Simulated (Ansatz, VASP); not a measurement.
## Zr, level by level in two programs

```
Zr
1.0
     0.00000    2.25500    2.25500
     2.25500    0.00000    2.25500
     2.25500    2.25500    0.00000
Zr
1
Direct
  0.00000 0.00000 0.00000
```

Single points on this cell with VASP 6.6.1 and Ansatz 0.2.0. Each row is one pair of runs. Alike in all rows: VASP's potentials, cutoff: VASP PAW PBE potentials, release 64 (Zr_sv), 520 eV.

| level | spin | k mesh | smearing | Ansatz's potentials, cutoff | pressure (GPa), VASP | pressure (GPa), Ansatz |
| --- | --- | --- | --- | --- | --- | --- |
| HSE06+D3(BJ)+U (Zr d U = 1.0 eV) | off | 7 × 7 × 7 | methfessel-paxton of order 1, width 0.005 eV | PseudoDojo standard (PBE files), 898 eV | -1.3 | -2.7 |
| PBE | off | 10 × 10 × 10 | gaussian, width 0.05 eV | JTH PAW LDA, 990 eV | 1.3 | 1.3 |
| revPBE+D4 | non-collinear, zero start, SOC | 10 × 10 × 10 | methfessel-paxton of order 1, width 0.1 eV | Ansatz PAW, 420 eV | 0.9 | 0.9 |

Pressure (GPa): the two programs differ by at most 1.37.
